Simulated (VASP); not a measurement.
# Sb in VASP: notebook

Aim: see how the results for Sb move with the level of theory and the settings. Levels: BLYP+D4, HSE06, PBE. Tasks: single point.

All numbers are computed with VASP 6.6.1; they aren't measurements. Logs are shortened: lines on timing, memory, paths and dates and some standing lists are left out, and cuts for length are marked.

### 1 The cell of the first run

It takes space group Im-3m (No. 229, cubic). Conventional cell: a = 3.743 Å, b = 3.743 Å, c = 3.743 Å, α = 90.00°, β = 90.00°, γ = 90.00°. Sb (site symmetry m-3m) has 14 Sb at 3.24 to 3.74 Å within 4.3 Å.

### 2 Single point, BLYP+D4, non-collinear spin, zero start, spin-orbit coupling

Input file INCAR:

```
SYSTEM = Sb
PREC     = Accurate       ! precision mode
ENCUT    = 520            ! plane-wave cutoff, eV
EDIFF    = 1E-6           ! SCF threshold, eV
ISMEAR   = -1             ! smearing method
SIGMA    = 0.1            ! smearing width, eV
LREAL    = .False.        ! projectors in reciprocal space
LASPH    = .True.         ! aspherical terms in the spheres
NELM     = 150            ! most SCF steps
ALGO     = Normal         ! electronic algorithm
ISIF     = 2              ! what is computed and relaxed
LWAVE    = .False.        ! write WAVECAR
LCHARG   = .False.        ! write CHGCAR
MAGMOM   = 0 0 0          ! initial moments
LORBIT   = 11             ! projections on sites
LSORBIT  = .True.         ! spin-orbit coupling
GGA_COMPAT= .False.      
LORBMOM  = .True.       
GGA      = B5             ! functional
ALDAX    = 1.0          
AGGAX    = 1.0          
AGGAC    = 1.0          
ALDAC    = 0.0          
IVDW     = 13             ! dispersion correction
VDW_S6   = 1.0          
VDW_S8   = 2.34076671   
VDW_A1   = 0.44488865   
VDW_A2   = 4.0933009    
NBANDS   = 16             ! bands
```

Input file KPOINTS:

```
Automatic mesh
0
Gamma
  7 7 7
  0 0 0
```

Input file POSCAR:

```
Sb
1.0
   -1.8713408863      1.8713408863      1.8713408863
    1.8713408863     -1.8713408863      1.8713408863
    1.8713408863      1.8713408863     -1.8713408863
Sb
1
Direct
    0.0000000000      0.0000000000      0.0000000000
```

Potentials or basis: VASP PAW PBE potentials, release 64 (Sb).

On the command line:

```bash
$ cat potpaw_PBE.64/Sb/POTCAR > POTCAR
$ mpirun -np 1 vasp_ncl > vasp.out
```

OUTCAR:

```text
SYSTEM = Sb
   PREC = Accurate
   ENCUT = 520
   EDIFF = 1E-6
   ISMEAR = -1
   LREAL = .False.
   LASPH = .True.
   NELM = 150
   ISIF = 2
   LORBIT = 11
   LSORBIT = .True.
   GGA = B5
   IVDW = 13

 ion  position               nearest neighbor table
   1  0.000  0.000  0.000-

  LATTYP: Found a body centered cubic cell.
 ALAT       =     3.7426817726

  Lattice vectors:

 A1 = (  -1.8713408863,   1.8713408863,   1.8713408863)
 A2 = (   1.8713408863,  -1.8713408863,   1.8713408863)
 A3 = (   1.8713408863,   1.8713408863,  -1.8713408863)

Analysis of symmetry for initial positions (statically):
=====================================================================
 Subroutine PRICEL returns:
 Original cell was already a primitive cell.

 Routine SETGRP: Setting up the symmetry group for a
 body centered cubic supercell.

 Subroutine GETGRP returns: Found 48 space group operations
 (whereof 48 operations were pure point group operations)
 out of a pool of 48 trial point group operations.

The static configuration has the point symmetry O_h .

Analysis of symmetry for dynamics (positions and initial velocities):
=====================================================================
 Subroutine PRICEL returns:
 Original cell was already a primitive cell.

 Routine SETGRP: Setting up the symmetry group for a
 body centered cubic supercell.

 Subroutine GETGRP returns: Found 48 space group operations
 (whereof 48 operations were pure point group operations)
 out of a pool of 48 trial point group operations.

The dynamic configuration has the point symmetry O_h .

Analysis of structural, dynamic, and magnetic symmetry:
=====================================================================
 Subroutine PRICEL returns:
 Original cell was already a primitive cell.

 Routine SETGRP: Setting up the symmetry group for a
 body centered cubic supercell.

 Subroutine GETGRP returns: Found 48 space group operations
 (whereof 48 operations were pure point group operations)
 out of a pool of 48 trial point group operations.

The overall configuration has the point symmetry O_h .

 Subroutine INISYM returns: Found 48 space group operations
 (whereof 48 operations are pure point group operations),
 and found     1 'primitive' translations

----------------------------------------------------------------------------------------

                                     Primitive cell

  volume of cell :      26.2131
[... 145 lines left out ...]
      5      15.2250      0.00000
      6      15.2250      0.00000
[... 357 lines left out ...]
      3       6.9324      1.00000
      4       6.9324      1.00000
      5       7.5184      1.00000
      6       7.5184      1.00000
[... 8 lines left out ...]
     15      25.7084      0.00000
     16      25.7084      0.00000

------------------------ aborting loop because EDIFF is reached ----------------------------------------

  DFT-D4 for vdW energy calculation

  Edisp (eV):   -1.09542

  FORCE on cell =-STRESS in cart. coord.  units (eV):
  Direction    XX          YY          ZZ          XY          YZ          ZX
  --------------------------------------------------------------------------------------
  -------------------------------------------------------------------------------------
  Total       0.54846     0.54846     0.54846    -0.00000     0.00000    -0.00000
  in kB      33.52240    33.52240    33.52240    -0.00000     0.00000    -0.00000
  external pressure =       33.52 kB  Pullay stress =        0.00 kB

 VOLUME and BASIS-vectors are now :
 -----------------------------------------------------------------------------
  energy-cutoff  :      520.00
  volume of cell :       26.21
      direct lattice vectors                 reciprocal lattice vectors
    -1.871340886  1.871340886  1.871340886     0.000000000  0.267188092  0.267188092
     1.871340886 -1.871340886  1.871340886     0.267188092  0.000000000  0.267188092
     1.871340886  1.871340886 -1.871340886     0.267188092  0.267188092  0.000000000

 POSITION                                       TOTAL-FORCE (eV/Angst)
 -----------------------------------------------------------------------------------
      0.00000      0.00000      0.00000         0.000000      0.000000      0.000000
 -----------------------------------------------------------------------------------
    total drift:                               -0.000000     -0.000000     -0.000000

  FREE ENERGIE OF THE ION-ELECTRON SYSTEM (eV)
  ---------------------------------------------------
  free  energy   TOTEN  =        -4.0346588700 eV

  energy  without entropy=       -3.9934494323  energy(sigma->0) =       -4.01405415

 orbital moment (x)

 # of ion     p       d       tot
 ----------------------------------------
  1         0.000   0.000   0.000
 ----------------------------------------
            0.000   0.000   0.000

 orbital moment (y)

 # of ion     p       d       tot
 ----------------------------------------
  1         0.000   0.000   0.000
 ----------------------------------------
            0.000   0.000   0.000

 orbital moment (z)

 # of ion     p       d       tot
 ----------------------------------------
  1         0.000   0.000   0.000
 ----------------------------------------
            0.000   0.000   0.000

 Spin-Orbit-Coupling matrix elements

 Ion:    1  E_soc:     -0.1486755
 l=   1
     0.0000000    -0.0245452    -0.0245452
    -0.0245452     0.0000000    -0.0245452
    -0.0245452    -0.0245452     0.0000000
 l=   2
     0.0000000    -0.0000697     0.0000000    -0.0000697    -0.0001643
    -0.0000697     0.0000000    -0.0001232    -0.0000697    -0.0000411
     0.0000000    -0.0001232     0.0000000    -0.0001232     0.0000000
    -0.0000697    -0.0000697    -0.0001232     0.0000000    -0.0000411
    -0.0001643    -0.0000411     0.0000000    -0.0000411     0.0000000
 l=   3
     0.0000000     0.0000000     0.0000000     0.0000000     0.0000000     0.0000000     0.0000000
     0.0000000     0.0000000     0.0000000     0.0000000     0.0000000     0.0000000     0.0000000
     0.0000000     0.0000000     0.0000000     0.0000000     0.0000000     0.0000000     0.0000000
     0.0000000     0.0000000     0.0000000     0.0000000     0.0000000     0.0000000     0.0000000
     0.0000000     0.0000000     0.0000000     0.0000000     0.0000000     0.0000000     0.0000000
     0.0000000     0.0000000     0.0000000     0.0000000     0.0000000     0.0000000     0.0000000
     0.0000000     0.0000000     0.0000000     0.0000000     0.0000000     0.0000000     0.0000000

 total charge

# of ion       s       p       d       tot
------------------------------------------
    1        1.268   1.105   0.039   2.412

 magnetization (x)

# of ion       s       p       d       tot
------------------------------------------
    1        0.000   0.000  -0.000   0.000

 magnetization (y)

# of ion       s       p       d       tot
------------------------------------------
    1        0.000   0.000   0.000   0.000

 magnetization (z)

# of ion       s       p       d       tot
------------------------------------------
    1        0.000   0.000   0.000   0.000
```

It took 38 s on 1 thread of Intel Xeon 8259CL, shared host; peak memory 0.19 GiB.

What came out:

| Property | Result |
| --- | --- |
| Free energy | -4.0347 eV |
| Pressure | 3.4 GPa |
| Net moment | 0.00 μB per cell |
| Valence electrons inside the program's atomic spheres | Sb 2.41 |
| Dispersion energy per atom | -1.095 eV |

Moments on the atoms (μB; x, y, z):
```
Sb  0.00 0.00 0.00
```

Caveat: the PAW data sets were made with another functional, which shifts forces and pressure a little.

[end of part 1 of 2]
